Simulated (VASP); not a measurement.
AsSe3: single point with PBE

AsSe3:

```
CELL_PARAMETERS angstrom
4.34237 0.00000 0.00000
0.00000 4.34237 0.00000
0.00000 0.00000 4.34237
ATOMIC_POSITIONS crystal
As 0.00000 0.00000 0.00000
Se 0.00000 0.50000 0.50000
Se 0.50000 0.00000 0.50000
Se 0.50000 0.50000 0.00000
```

The cell was built from a structure type or drawn by symmetry, and may not be a known phase.

```yaml
Program: VASP 6.6.1
Task: single point
Functional: PBE
Potentials_or_basis: VASP PAW PBE potentials, release 64 (As, Se)
Cutoff: 500 eV
k_mesh: 4 × 4 × 4
Occupations: gaussian, width 0.2 eV
Spin: no spin polarisation
Dipole_correction: no
Further_INCAR_settings: ALGO = Normal; EDIFF = 1e-06; NBANDS = 20
```

```json
{"Pressure": "-0.5 GPa", "Band gap on the k mesh": "zero (an odd number of electrons rules out a gap without spin polarisation)"}
```

Levels at points of the mesh, in eV from the Fermi level:
```tsv
k point	band 8	band 9	band 10	band 11	band 12	band 13	band 14	band 15	band 16	band 17
(0.00, 0.00, 0.00)	-0.93	-0.93	-0.93	-0.23	-0.23	-0.23	3.58	3.58	3.58	4.79
(0.50, 0.00, 0.00)	-3.76	-2.36	-2.04	-1.07	-0.65	0.60	0.60	1.47	1.47	7.63
(0.50, 0.50, 0.00)	-3.64	-2.46	-2.46	-2.40	-1.37	1.50	1.54	2.50	2.50	8.81
(0.50, 0.50, 0.50)	-6.59	1.64	1.64	1.64	1.70	1.70	3.00	3.00	3.00	8.36
```

Wall time 16 s on 1 thread of Intel(R) Xeon(R) Platinum 8488C (Sapphire Rapids) (shared host), peak memory 0.17 GiB.

Caveat: the k points lie up to 0.36 Å⁻¹ apart, too coarse for converged energies and pressures of a metal.
